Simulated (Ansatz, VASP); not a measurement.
Mg in VASP and in Ansatz

```
Mg
1.0
    -1.86571    1.86247    1.67972
     1.73136   -1.86247    1.53284
     1.86571    1.86247   -1.67972
Mg
1
Direct
  0.00000 0.00000 0.00000
```

Alike in both runs: task single point; functional PBE; k mesh 16 × 16 × 16; occupations gaussian, width 0.1 eV; no spin polarisation.

```csv
,VASP,Ansatz
version,VASP 6.6.1,Ansatz 0.2.0
potentials or method,"VASP PAW PBE potentials, release 64 (Mg), cutoff 520 eV","scalar-relativistic, plane waves, PAW"
valence electrons in the cell,2,10
```

Ansatz gave:

| Item | Value |
| --- | --- |
| gap on the k mesh at the Fermi level (eV) | none |
| pressure (GPa) | 3.1 |
| traceless stress, the component that is largest in VASP (GPa) | 3.00 |

What did VASP give for the same quantities?

gap on the k mesh at the Fermi level (eV): none; pressure (GPa): 3.0; traceless stress, the component that is largest in VASP (GPa): 3.01.

A gap of «none» marks a metal or a gap that the smearing closes. VASP's potentials hold 2 valence electrons a cell and Ansatz's 10, so a difference there can come from the potentials and not from the codes.
